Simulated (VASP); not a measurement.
Input of a VASP 6.6.1 run:

INCAR

```
PREC     = Accurate       # precision mode
ENCUT    = 690            # plane-wave cutoff, eV
EDIFF    = 1E-6           # SCF threshold, eV
ISMEAR   = -1             # smearing method
SIGMA    = 0.05           # smearing width, eV
LREAL    = F              # projectors in reciprocal space
LASPH    = T              # aspherical terms in the spheres
NELM     = 200            # most SCF steps
ALGO     = Normal         # electronic algorithm
ISIF     = 2              # what is computed and relaxed
LWAVE    = F              # write WAVECAR
LCHARG   = F              # write CHGCAR
ISPIN    = 2              # spin polarisation
MAGMOM   = 2.2 0          # initial moments
LORBIT   = 11             # projections on sites
NUPDOWN  = 2.2            # fixed moment
LMAXMIX  = 4              # l up to which the mixer works
GGA      = PS             # functional
NBANDS   = 20             # bands
GGA_COMPAT= F
```

KPOINTS

```
Automatic mesh
0
Gamma
  8 8 8
```

POSCAR

```
AlFe
1.0
    2.9100000000      0.0000000000      0.0000000000
    0.0000000000      2.9100000000      0.0000000000
    0.0000000000      0.0000000000      2.9100000000
Fe Al
1 1
Direct
    0.5000000000      0.5000000000      0.5000000000
    0.0000000000      0.0000000000      0.0000000000
```

Potentials or basis: VASP PAW PBE potentials, release 64 (Fe_sv, Al).

Run with:

```sh
$ cat potpaw_PBE.64/Fe_sv/POTCAR potpaw_PBE.64/Al/POTCAR > POTCAR
$ mpirun -np 1 vasp_std > vasp.out
```

Question: Predict the pressure.

Answer: 1.2 GPa.

Caveat: the PAW data sets were made with another functional, which shifts forces and pressure a little; the total moment is fixed, so each spin has its own Fermi level and the state may be an excited one.
